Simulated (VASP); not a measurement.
Wanted: the native input for a VASP 6.6.1 run.

- Task: relaxation of cell and atoms
- Functional: LDA
- Potentials or basis: VASP PAW LDA potentials, release 64 (Ta_pv)
- Cutoff: 600 eV
- k mesh: 12 × 12 × 12
- Occupations: fermi-dirac, width 0.1 eV
- Spin: no spin polarisation
- Dipole correction: no
- Further INCAR settings: ALGO = Normal; EDIFF = 1e-06; IBRION = 2; EDIFFG = -0.01; NSW = 80; ISIF = 3

The structure of Ta lies in POSCAR:

```
Ta
1.0
    2.6919965271      0.0000000000      0.0000000000
    0.0000000000      2.6919965271      0.0000000000
    0.0000000000      0.0000000000      2.6919965271
Ta
1
Direct
    0.0000000000      0.0000000000      0.0000000000
```

One way to write it, as run:

INCAR

```
SYSTEM = Ta
ALGO = Normal ; EDIFF = 1E-6
EDIFFG = -0.01 ; ENCUT = 600
GGA = CA ; IBRION = 2
ISIF = 3 ; ISMEAR = -1
LASPH = .True. ; LCHARG = .False.
LREAL = .False. ; LWAVE = .False.
NELM = 100 ; NSW = 80
PREC = Accurate ; SIGMA = 0.1
```

KPOINTS

```
k-points
0
Gamma
  12 12 12
  0 0 0
```

Potentials or basis: VASP PAW LDA potentials, release 64 (Ta_pv).

The run is started by

```console
$ cat potpaw_LDA.64/Ta_pv/POTCAR > POTCAR
$ mpirun -np 1 vasp_std > vasp.out
```

It gave:

```json
{
 "Relaxed volume": "19.40 Å³/atom",
 "Relaxed cell": "a = 2.687 Å, b = 2.687 Å, c = 2.687 Å, α = 90.00°, β = 90.00°, γ = 90.00°",
 "Space group after relaxing (to 0.05 Å)": "Pm-3m (No. 221)",
 "Energy gained by relaxing": "0.3 meV/atom",
 "Ionic steps": "3",
 "Pressure after relaxing": "0.0 GPa"
}
```

Wall time 28 s on 1 thread of Intel Xeon 8259CL (shared host), peak memory 0.15 GiB.
